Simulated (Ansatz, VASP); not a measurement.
# One calculation of BN, two programs

```
B N
1.0
     0.00000    1.80483    1.82215
     1.80483    0.00000    1.82215
     1.80483    1.80483    0.00000
B N
1 1
Direct
  0.00000 0.00000 0.00000
  0.25000 0.25000 0.25000
```

Change from the starting cell: uniaxial_z strain +1.0%.

Alike in both runs: task single point; functional HSE06; k mesh 8 × 8 × 8; no spin polarisation.

```csv
,VASP,Ansatz
version,VASP 6.6.1,Ansatz 0.2.0
potentials or method,"VASP PAW PBE potentials, release 64 (B, N)","plane waves, PAW"
plane-wave cutoff (eV),520,420
occupations,"gaussian, width 0.01 eV",fixed
valence electrons in the cell,8,8
```

Ansatz gave:

| Item | Value |
| --- | --- |
| gap on the k mesh at the Fermi level (eV) | 5.69 |
| pressure (GPa) | -8.1 |
| traceless stress, the component that is largest in VASP (GPa) | -4.15 |

Q: Estimate VASP's values.

A: gap on the k mesh at the Fermi level (eV): 5.68; pressure (GPa): -7.6; traceless stress, the component that is largest in VASP (GPa): -4.15.

Ansatz's warnings: stress exchange threshold loose, stress scf threshold loose.
